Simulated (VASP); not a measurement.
Input of a VASP 6.6.1 run:

INCAR

```
SYSTEM = TcIr
  ALGO = Normal
  EDIFF = 1E-6
  ENCUT = 520
  GGA = PS
  GGA_COMPAT = .False.
  ISIF = 2
  ISMEAR = 0
  LASPH = .True.
  LCHARG = .False.
  LMAXMIX = 4
  LNONCOLLINEAR = .True.
  LORBIT = 11
  LORBMOM = .True.
  LREAL = .False.
  LSORBIT = .True.
  LWAVE = .False.
  MAGMOM = 0 0 0 0 0 0
  NBANDS = 34
  NELM = 150
  PREC = Accurate
  SIGMA = 0.05
```

The input KPOINTS:

```
k-points
0
Gamma
  8 8 4
  0 0 0
```

POSCAR

```
TcIr
1.0
    2.7399070147      0.0000000000      0.0000000000
   -1.3699535074      2.3728290787      0.0000000000
    0.0000000000      0.0000000000      4.3554619565
Ir Tc
1 1
Direct
    0.3333333333      0.6666666667      0.5000000000
    0.0000000000      0.0000000000      0.0000000000
```

Potentials or basis: VASP PAW PBE potentials, release 64 (Ir, Tc_pv).

Command:

```sh
$ cat potpaw_PBE.64/Ir/POTCAR potpaw_PBE.64/Tc_pv/POTCAR > POTCAR
$ mpirun -np 1 vasp_ncl > vasp.out
```

Q: What does it give for the net moment?

A: 0.00 μB per cell.

Q: Estimate the pressure.

A: -5.0 GPa.

Stress tensor (GPa, compression positive):
```
-4.64  0.00  0.00
 0.00 -4.64  0.00
 0.00  0.00 -5.83
```

Caveat: the k points lie up to 0.36 Å⁻¹ apart; the PAW data sets were made with another functional, which shifts forces and pressure a little.
